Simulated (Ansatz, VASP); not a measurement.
**Y in VASP and in Ansatz**

```
Y
1.0
     2.89138   -6.23696    0.00000
     2.89138    6.23696    0.00000
     0.00000    0.00000    3.70179
Y
4
Direct
  0.13788 0.86212 0.00000
  0.63788 0.36212 0.50000
  0.86212 0.13788 0.00000
  0.36212 0.63788 0.50000
```

Alike in both runs: functional PBE; k mesh 10 × 10 × 12; occupations gaussian, width 0.1 eV; no spin polarisation.

Ansatz relaxed the structure, and its values are those at the end. VASP's run is a single point on that final structure, the one shown.

|  | VASP | Ansatz |
| --- | --- | --- |
| version | VASP 6.6.1 | Ansatz 0.2.0 |
| potentials or method | VASP PAW PBE potentials, release 64 (Y_sv), cutoff 520 eV | scalar-relativistic, plane waves, PAW |
| valence electrons in the cell | 44 | 44 |

VASP gave:

| Quantity | Value |
| --- | --- |
| gap on the k mesh at the Fermi level (eV) | none |
| pressure (GPa) | -0.1 |

**Question.** What did Ansatz give for the same quantities?

**Answer.** gap on the k mesh at the Fermi level (eV): none; pressure (GPa): 0.0.

A gap of «none» marks a metal or a gap that the smearing closes.
